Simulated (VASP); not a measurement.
# CsAg3O2 (P6/mmm) in VASP: further runs

CsAg3O2 is run at these levels: PBE; tasks: single point, relaxation of cell and atoms.

All numbers are computed with VASP 6.6.1; they aren't measurements. Logs are shortened: lines on timing, memory, paths and dates and some standing lists are left out, and cuts for length are marked.

### Step 1. The cell of the first run

It takes space group P6/mmm (No. 191, hexagonal). The conventional cell has a = 6.002 Å, b = 6.002 Å, c = 3.535 Å, α = 90.00°, β = 90.00°, γ = 120.00°. Cs (site symmetry 6/mmm) has 6 O at 3.47 Å and 12 Ag at 3.48 Å and 2 Cs at 3.54 Å within 4.6 Å. Ag (site symmetry mmm) has 4 O at 2.48 Å and 4 Ag at 3.00 Å within 3.3 Å. O (site symmetry -6m2) has 6 Ag at 2.48 Å within 3.3 Å.

The cell was generated, and may not be a known phase.

### Step 2. Single point, PBE, collinear spin

Input file INCAR:

```
ALGO = Normal ; EDIFF = 1E-7
ENCUT = 520 ; GGA = PE
ISIF = 2 ; ISMEAR = 0
ISPIN = 2 ; LASPH = True
LCHARG = True ; LELF = True
LMAXMIX = 4 ; LORBIT = 11
LREAL = False ; LVHAR = True
LWAVE = False ; MAGMOM = 0 1 1 1 0 0
NBANDS = 40 ; NELM = 150
PREC = Accurate ; SIGMA = 0.1
```

Input file KPOINTS:

```
k-points
0
Gamma
  3 3 6
```

Input file POSCAR:

```
CsAg3O2
1.0
    6.0022942775      0.0000000000      0.0000000000
   -3.0011471387      5.1981393253      0.0000000000
    0.0000000000      0.0000000000      3.5352487137
Cs Ag O
1 3 2
Direct
    0.0000000000      0.0000000000      0.0000000000
    0.0000000000      0.5000000000      0.5000000000
    0.5000000000      0.5000000000      0.5000000000
    0.5000000000      0.0000000000      0.5000000000
    0.6666666667      0.3333333333      0.0000000000
    0.3333333333      0.6666666667      0.0000000000
```

Potentials or basis: VASP PAW PBE potentials, release 64 (Cs_sv, Ag, O).

Started as:

```sh
cat potpaw_PBE.64/Cs_sv/POTCAR potpaw_PBE.64/Ag/POTCAR potpaw_PBE.64/O/POTCAR > POTCAR
mpirun -np 1 vasp_std > vasp.out
```

OUTCAR:

```text
EDIFF = 1E-7
   ENCUT = 520
   GGA = PE
   ISIF = 2
   ISMEAR = 0
   ISPIN = 2
   LASPH = True
   LORBIT = 11
   LREAL = False
   NELM = 150
   PREC = Accurate

 ion  position               nearest neighbor table
   1  0.000  0.000  0.000-
   2  0.000  0.500  0.500-   5 2.48   6 2.48   5 2.48   6 2.48   3 3.00   3 3.00   4 3.00   4 3.00

   3  0.500  0.500  0.500-   5 2.48   6 2.48   5 2.48   6 2.48   4 3.00   4 3.00   2 3.00   2 3.00

   4  0.500  0.000  0.500-   5 2.48   6 2.48   5 2.48   6 2.48   3 3.00   3 3.00   2 3.00   2 3.00

   5  0.667  0.333  0.000-   4 2.48   4 2.48   2 2.48   2 2.48   3 2.48   3 2.48
   6  0.333  0.667  0.000-   4 2.48   4 2.48   2 2.48   2 2.48   3 2.48   3 2.48

  LATTYP: Found a hexagonal cell.
 ALAT       =     6.0022942775
 C/A-ratio  =     0.5889829039

  Lattice vectors:

 A1 = (   6.0022942775,   0.0000000000,   0.0000000000)
 A2 = (  -3.0011471387,   5.1981393253,   0.0000000000)
 A3 = (   0.0000000000,   0.0000000000,   3.5352487137)

Analysis of symmetry for initial positions (statically):
=====================================================================
 Subroutine PRICEL returns:
 Original cell was already a primitive cell.

 Routine SETGRP: Setting up the symmetry group for a
 hexagonal supercell.

 Subroutine GETGRP returns: Found 24 space group operations
 (whereof 24 operations were pure point group operations)
 out of a pool of 24 trial point group operations.

The static configuration has the point symmetry D_6h.

Analysis of symmetry for dynamics (positions and initial velocities):
=====================================================================
 Subroutine PRICEL returns:
 Original cell was already a primitive cell.

 Routine SETGRP: Setting up the symmetry group for a
 hexagonal supercell.

 Subroutine GETGRP returns: Found 24 space group operations
 (whereof 24 operations were pure point group operations)
 out of a pool of 24 trial point group operations.

The dynamic configuration has the point symmetry D_6h.

Analysis of structural, dynamic, and magnetic symmetry:
=====================================================================
 Subroutine PRICEL returns:
 Original cell was already a primitive cell.

 Routine SETGRP: Setting up the symmetry group for a
 hexagonal supercell.

 Subroutine GETGRP returns: Found 24 space group operations
[... 131 lines left out ...]
  energy-cutoff  :      520.00
  volume of cell :      110.30
 maximum number of plane-waves:      3013
 NGX is ok and might be reduce to    48
   NGX = 23   NGY = 23   NGZ = 13

 number of electron      53.9999997 magnetization       0.0009722

 number of electron      53.9999997 magnetization      -0.0001732

 Free energy of the ion-electron system (eV)
  ---------------------------------------------------
  ext. energy  EPLUGINS =         0.00000000
  ---------------------------------------------------
  free energy    TOTEN  =       -19.59163839 eV

  energy without entropy =      -19.57810232  energy(sigma->0) =      -19.58487036

 E-fermi :   5.0826     XC(G=0): -10.6962

 val. band max:        5.0008929719   @ k =   0.0000   0.0000   0.5000
 cond. band min:       5.1037969016   @ k =   0.3333   0.0000   0.0000
 fundamental gap:      0.1029039297
 Fermi energy:         5.0826024966

 spin component 1

 k-point     1 :       0.0000    0.0000    0.0000
  band No.  band energies     occupation
      1     -17.3709      1.00000
      2     -11.9900      1.00000
      3     -11.6746      1.00000
      4      -4.3047      1.00000
      5      -4.3047      1.00000
      6      -3.1412      1.00000
[... 493 lines left out ...]
     38      13.7388      0.00000
     39      14.0730      0.00000
 Fermi energy:         5.0826024966

 spin component 2

 k-point     1 :       0.0000    0.0000    0.0000
  band No.  band energies     occupation
      1     -17.3709      1.00000
      2     -11.9900      1.00000
      3     -11.6746      1.00000
      4      -4.3047      1.00000
      5      -4.3047      1.00000
      6      -3.1412      1.00000
[... 493 lines left out ...]
     38      13.7388      0.00000
     39      14.0729      0.00000
 [bands above 39 left out]

------------------------ aborting loop because EDIFF is reached ----------------------------------------

  FORCE on cell =-STRESS in cart. coord.  units (eV):
  Direction    XX          YY          ZZ          XY          YZ          ZX
  --------------------------------------------------------------------------------------
  -------------------------------------------------------------------------------------
  Total       -0.0418151     -0.0418151     -0.1102277     -0.0000000     -0.0000000      0.0000000
  in kB       -0.6073779     -0.6073779     -1.6010912     -0.0000000     -0.0000000      0.0000000
  external PRESSURE =      -0.9386157 kB  Pullay stress =       0.0000000 kB

 VOLUME and BASIS-vectors are now :
 -----------------------------------------------------------------------------
  energy-cutoff  :      520.00
  volume of cell :      110.30
      direct lattice vectors                 reciprocal lattice vectors
     6.002294277  0.000000000  0.000000000     0.166602961  0.096188264  0.000000000
    -3.001147139  5.198139325  0.000000000     0.000000000  0.192376529  0.000000000
     0.000000000  0.000000000  3.535248714     0.000000000  0.000000000  0.282865530

 POSITION                                       TOTAL-FORCE (eV/Angst)
 -----------------------------------------------------------------------------------
      0.00000      0.00000      0.00000         0.000000      0.000000      0.000000
     -1.50057      2.59907      1.76762         0.000000      0.000000      0.000000
      1.50057      2.59907      1.76762         0.000000      0.000000      0.000000
      3.00115      0.00000      1.76762         0.000000      0.000000      0.000000
      3.00115      1.73271      0.00000         0.000000      0.000000      0.000000
     -0.00000      3.46543      0.00000        -0.000000      0.000000      0.000000
 -----------------------------------------------------------------------------------
    total drift:                               -0.000000      0.000000     -0.000000

  FREE ENERGIE OF THE ION-ELECTRON SYSTEM (eV)
  ---------------------------------------------------
  free  energy   TOTEN  =       -19.5916383914 eV

  energy  without entropy=      -19.5781023244  energy(sigma->0) =      -19.58487036

 total charge

# of ion       s       p       d       tot
------------------------------------------
    1        1.846   4.669   0.072   6.588
    2        0.316   0.176   9.245   9.737
    3        0.316   0.176   9.245   9.737
    4        0.316   0.176   9.245   9.737
    5        1.591   3.215   0.000   4.807
    6        1.591   3.215   0.000   4.807
--------------------------------------------------
tot          5.976  11.627  27.809  45.412

 magnetization (x)

# of ion       s       p       d       tot
------------------------------------------
    1       -0.000  -0.000  -0.000  -0.000
    2       -0.000  -0.000  -0.000  -0.000
    3       -0.000  -0.000  -0.000  -0.000
    4       -0.000  -0.000  -0.000  -0.000
    5       -0.000  -0.000   0.000  -0.000
    6       -0.000  -0.000   0.000  -0.000
--------------------------------------------------
tot         -0.000  -0.000  -0.000  -0.000
```

OSZICAR:

```text
N       E                     dE             d eps       ncg     rms          rms(c)
DAV:   1     0.372529683165E+03    0.37253E+03   -0.26884E+04  1920   0.128E+03
DAV:   2    -0.126168761568E+01   -0.37379E+03   -0.34962E+03  2152   0.300E+02
DAV:   3    -0.236546192843E+02   -0.22393E+02   -0.22139E+02  2248   0.748E+01
DAV:   4    -0.238271869469E+02   -0.17257E+00   -0.17246E+00  2080   0.701E+00
DAV:   5    -0.238280482962E+02   -0.86135E-03   -0.86133E-03  2248   0.496E-01    0.153E+01
DAV:   6    -0.205215551805E+02    0.33065E+01   -0.17674E+01  2432   0.321E+01    0.116E+01
DAV:   7    -0.196770095503E+02    0.84455E+00   -0.36227E+00  2072   0.121E+01    0.558E+00
DAV:   8    -0.195894152878E+02    0.87594E-01   -0.87261E-01  2112   0.474E+00    0.170E+00
DAV:   9    -0.195928246292E+02   -0.34093E-02   -0.33149E-02  2200   0.937E-01    0.479E-01
DAV:  10    -0.195918310258E+02    0.99360E-03   -0.42259E-03  2136   0.361E-01    0.298E-01
DAV:  11    -0.195916506717E+02    0.18035E-03   -0.88874E-04  2224   0.157E-01    0.128E-01
DAV:  12    -0.195916374326E+02    0.13239E-04   -0.17098E-04  2184   0.690E-02    0.246E-02
DAV:  13    -0.195916395780E+02   -0.21455E-05   -0.12738E-05  2160   0.168E-02    0.115E-02
DAV:  14    -0.195916384697E+02    0.11083E-05   -0.34255E-06  2152   0.814E-03    0.606E-03
DAV:  15    -0.195916383914E+02    0.78342E-07   -0.50559E-07  2096   0.417E-03
   1 F= -.19591638E+02 E0= -.19584870E+02  d E =-.135361E-01  mag=     0.0001
```

stdout:

```text
POSCAR found type information on POSCAR CsAgO
 POSCAR found :  3 types and       6 ions
 scaLAPACK will be used
 LDA part: xc-table for (Slater+PW92), standard interpolation
 POSCAR, INCAR and KPOINTS ok, starting setup
 FFT: planning ... GRIDC
 FFT: planning ... GRID_SOFT
 FFT: planning ... GRID
 WAVECAR not read
 entering main loop
```

It took 66 s on 1 thread of Intel Xeon 6975P-C (Granite Rapids), shared host; peak memory 0.33 GiB.

Results:

```
Free energy                                           : -19.5916 eV
Pressure                                              : -0.1 GPa
Band gap on the k mesh                                : zero (filled and empty bands overlap)
Net moment                                            : 0.00 μB per cell
Valence electrons inside the program's atomic spheres : Cs 6.59; Ag 9.74; O 4.81
```

Levels at points of the mesh, in eV from the Fermi level:
Spin up:
| k point | band 24 | band 25 | band 26 | band 27 | band 28 | band 29 | band 30 | band 31 |
| --- | --- | --- | --- | --- | --- | --- | --- | --- |
| (0.00, 0.00, 0.00) | -2.11 | -1.48 | -1.42 | -1.42 | 0.42 | 3.06 | 4.15 | 4.15 |
| (0.00, 0.00, 0.50) | -2.60 | -2.54 | -0.08 | -0.08 | 0.81 | 0.81 | 3.25 | 3.49 |
Spin down:
```tsv
k point	band 24	band 25	band 26	band 27	band 28	band 29	band 30	band 31
(0.00, 0.00, 0.00)	-2.11	-1.48	-1.42	-1.42	0.42	3.06	4.15	4.15
(0.00, 0.00, 0.50)	-2.60	-2.54	-0.08	-0.08	0.81	0.81	3.25	3.49
```

Caveat: the k points lie up to 0.40 Å⁻¹ apart; semilocal functionals underestimate gaps, and a narrow one can read as zero; spin-orbit coupling is left out, which moves the levels of the heavy elements.

### Step 3. Relaxation of cell and atoms, PBE

Input file INCAR:

```
PREC     = Accurate       # precision mode
ENCUT    = 600            # plane-wave cutoff, eV
EDIFF    = 1E-6           # SCF threshold, eV
ISMEAR   = 0              # smearing method
SIGMA    = 0.1            # smearing width, eV
LREAL    = False          # projectors in reciprocal space
LASPH    = True           # aspherical terms in the spheres
NELM     = 100            # most SCF steps
ALGO     = Normal         # electronic algorithm
ISIF     = 3              # what is computed and relaxed
LWAVE    = False          # write WAVECAR
LCHARG   = False          # write CHGCAR
GGA      = PE             # functional
IBRION   = 2              # ionic algorithm
NSW      = 100            # ionic steps
EDIFFG   = -0.01          # ionic threshold
```

Input file KPOINTS:

```
Automatic mesh
0
Gamma
  6 6 10
```

POSCAR is that of step 2.

Potentials or basis: VASP PAW PBE potentials, release 64 (Cs_sv, Ag, O).

Started as:

```sh
cat potpaw_PBE.64/Cs_sv/POTCAR potpaw_PBE.64/Ag/POTCAR potpaw_PBE.64/O/POTCAR > POTCAR
mpirun -np 1 vasp_std > vasp.out
```

OUTCAR:

```text
PREC = Accurate
   ENCUT = 600
   EDIFF = 1E-6
   ISMEAR = 0
   LREAL = False
   LASPH = True
   NELM = 100
   ISIF = 3
   GGA = PE
   IBRION = 2
   NSW = 100
   EDIFFG = -0.01

 ion  position               nearest neighbor table
   1  0.000  0.000  0.000-
   2  0.000  0.500  0.500-   5 2.48   6 2.48   5 2.48   6 2.48   3 3.00   3 3.00   4 3.00   4 3.00

   3  0.500  0.500  0.500-   5 2.48   6 2.48   5 2.48   6 2.48   4 3.00   4 3.00   2 3.00   2 3.00

   4  0.500  0.000  0.500-   5 2.48   6 2.48   5 2.48   6 2.48   3 3.00   3 3.00   2 3.00   2 3.00
[... 1102 lines left out ...]
  -------------------------------------------------------------------------------------
  Total        0.0498520      0.0498520     -0.0249259      0.0000000      0.0000000      0.0000000
  in kB        0.7263921      0.7263921     -0.3631943      0.0000000      0.0000000      0.0000000
  external PRESSURE =       0.3631966 kB  Pullay stress =       0.0000000 kB

 VOLUME and BASIS-vectors are now :
 -----------------------------------------------------------------------------
  energy-cutoff  :      600.00
  volume of cell :      109.96
      direct lattice vectors                 reciprocal lattice vectors
     5.998491696 -0.000000000 -0.000000000     0.166708575  0.096249240  0.000000000
    -2.999245848  5.194846193  0.000000000     0.000000000  0.192498481 -0.000000000
    -0.000000000  0.000000000  3.528638270     0.000000000  0.000000000  0.283395441

 POSITION                                       TOTAL-FORCE (eV/Angst)
 -----------------------------------------------------------------------------------
      0.00000     -0.00000     -0.00000         0.000000      0.000000      0.000000
     -1.49962      2.59742      1.76432         0.000000      0.000000      0.000000
      1.49962      2.59742      1.76432         0.000000     -0.000000      0.000000
      2.99925     -0.00000      1.76432         0.000000     -0.000000      0.000000
      2.99925      1.73162     -0.00000        -0.000000      0.000000     -0.000000
     -0.00000      3.46323      0.00000        -0.000000     -0.000000      0.000000
 -----------------------------------------------------------------------------------
    total drift:                               -0.000000      0.000000     -0.000000

  FREE ENERGIE OF THE ION-ELECTRON SYSTEM (eV)
  ---------------------------------------------------
  free  energy   TOTEN  =       -19.6099448404 eV

  energy  without entropy=      -19.6046047257  energy(sigma->0) =      -19.60727478

 reached required accuracy - stopping structural energy minimisation
```

CONTCAR:

```text
CsAg3O2
   1.00000000000000
     5.9984916957116052   -0.0000000000000366   -0.0000000000000000
    -2.9992458478058657    5.1948461928713101    0.0000000000000000
    -0.0000000000000000    0.0000000000000000    3.5286382697613936
  Cs              Ag              O
     1     3     2
Direct
     0.0000000000000000    0.0000000000000000    0.0000000000000000
     0.0000000000000000    0.5000000000000000    0.5000000000000000
     0.5000000000000000    0.5000000000000000    0.5000000000000000
     0.5000000000000000    0.0000000000000000    0.5000000000000000
     0.6666666667000030    0.3333333332999970    0.0000000000000000
     0.3333333332999970    0.6666666667000030    0.0000000000000000

  0.00000000E+00  0.00000000E+00  0.00000000E+00
  0.00000000E+00  0.00000000E+00  0.00000000E+00
  0.00000000E+00  0.00000000E+00  0.00000000E+00
  0.00000000E+00  0.00000000E+00  0.00000000E+00
  0.00000000E+00  0.00000000E+00  0.00000000E+00
  0.00000000E+00  0.00000000E+00  0.00000000E+00
```

It took 91 s on 1 thread of Intel Xeon 6975P-C (Granite Rapids), shared host; peak memory 0.36 GiB.

Results:

```yaml
Free_energy: -19.6099 eV
Relaxed_volume: 18.33 Å³/atom
Relaxed_cell: a = 5.998 Å, b = 5.998 Å, c = 3.529 Å, α = 90.00°, β = 90.00°, γ = 120.00°
Space_group_after_relaxing_to_0.1_Å: P6/mmm (No. 191)
Energy_gained_by_relaxing: 0.0 meV/atom
Ionic_steps: 2
Pressure_after_relaxing: 0.0 GPa
Band_gap_on_the_k_mesh: zero (bands 27 and 28 overlap by 0.08 eV)
```

Step by step:
| step | energy change (eV) | largest force (eV/Å) | pressure (GPa) | volume (Å³) |
| --- | --- | --- | --- | --- |
| 1 | 0.0000 | 0.0000 | -0.19 | 110.30 |
| 2 | -0.0003 | 0.0000 | 0.04 | 109.96 |

Final structure:
```
Cs Ag O
1.0
     5.99849    0.00000    0.00000
    -2.99925    5.19485    0.00000
     0.00000    0.00000    3.52864
Cs Ag O
1 3 2
Direct
  0.00000 0.00000 0.00000
  0.00000 0.50000 0.50000
  0.50000 0.50000 0.50000
  0.50000 0.00000 0.50000
  0.66667 0.33333 0.00000
  0.33333 0.66667 0.00000
```

Caveat: semilocal functionals underestimate gaps, and a narrow one can read as zero; spin-orbit coupling is left out, which moves the levels of the heavy elements.

The gap in the log of VASP goes by the Fermi energy; the results here count the filled bands.